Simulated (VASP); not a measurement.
Input of a VASP 6.6.1 run:

File INCAR:

```
PREC = Accurate
ENCUT = 520
EDIFF = 1E-6
ISMEAR = -1
SIGMA = 0.06122561905347299
LREAL = False
LASPH = True
NELM = 60
ALGO = Normal
ISIF = 2
LWAVE = False
LCHARG = True
GGA = PE
LELF = True
LVHAR = True
NBANDS = 12
```

KPOINTS

```
Automatic mesh
0
Gamma
  21 21 21
```

The input POSCAR:

```
Zn
1.0
    2.6135686615      0.0000000000      0.0000000000
    0.0000000000      2.6135686615      0.0000000000
    0.0000000000      0.0000000000      2.6135686615
Zn
1
Direct
    0.0000000000      0.0000000000      0.0000000000
```

Potentials or basis: VASP PAW PBE potentials, release 64 (Zn).

The run is started by

```bash
$ cat potpaw_PBE.64/Zn/POTCAR > POTCAR
$ mpirun -np 1 vasp_std > vasp.out
```

Q: What does it give for the pressure?

A: 1.1 GPa.

Q: Predict the band gap on the k mesh.

A: Zero (band 6 reaches 7.08 eV, above the bottom of band 7 at -0.40 eV).
